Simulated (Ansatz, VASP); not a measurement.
Ir in VASP and in Ansatz

```
Ir
1.0
     0.00000    1.91079    1.91079
     1.91079    0.00000    1.91079
     1.91079    1.91079    0.00000
Ir
1
Direct
  0.00000 0.00000 0.00000
```

Alike in both runs: task single point; functional r2SCAN; k mesh 18 × 18 × 18; occupations gaussian, width 0.1 eV; no spin polarisation.

|  | VASP | Ansatz |
| --- | --- | --- |
| version | VASP 6.6.1 | Ansatz 0.2.0 |
| potentials or method | VASP PAW PBE potentials, release 64 (Ir_sv_GW), cutoff 550 eV | scalar-relativistic, plane waves, PAW |
| valence electrons in the cell | 17 | 17 |

VASP gave:

```
gap on the k mesh at the Fermi level (eV) : none
pressure (GPa)                            : 4.8
```

Problem. What did Ansatz give for the same quantities?

Solution. gap on the k mesh at the Fermi level (eV): none; pressure (GPa): 7.0.

VASP's potentials were made for PBE, not for r2SCAN. A gap of «none» marks a metal or a gap that the smearing closes.

Neither program's run includes spin-orbit coupling.
